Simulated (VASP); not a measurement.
A run of VASP 6.6.1 is set up as follows.

INCAR

```
  PREC = Accurate
  ENCUT = 600
  EDIFF = 1E-6
  ISMEAR = 0
  SIGMA = 0.1
  LREAL = F
  LASPH = T
  NELM = 200
  ALGO = Normal
  ISIF = 2
  LWAVE = F
  LCHARG = F
  ISPIN = 2
  MAGMOM = 0.3 0
  LORBIT = 11
  LMAXMIX = 4
  GGA = PE
  NBANDS = 20
  GGA_COMPAT = F
```

File KPOINTS:

```
regular mesh
0
Gamma
  2 2 2
```

File POSCAR:

```
VN
1.0
    0.0000000000      2.0624650000      2.0624650000
    2.0624650000      0.0000000000      2.0624650000
    2.0624650000      2.0624650000      0.0000000000
V N
1 1
Direct
    0.0000000000      0.0000000000      0.0000000000
    0.5000000000      0.5000000000      0.5000000000
```

Potentials or basis: VASP PAW PBE potentials, release 64 (V_sv, N).

Run with:

```bash
$ cat potpaw_PBE.64/V_sv/POTCAR potpaw_PBE.64/N/POTCAR > POTCAR
$ mpirun -np 1 vasp_std > vasp.out
```

(1) Estimate the pressure.

(2) What does it give for the net moment?

(3) What does it give for the band gap on the k mesh?

## Answers

(1) -0.9 GPa.

(2) 0.00 μB per cell.

(3) zero (filled and empty bands overlap).

Caveat: the k points lie up to 1.32 Å⁻¹ apart.
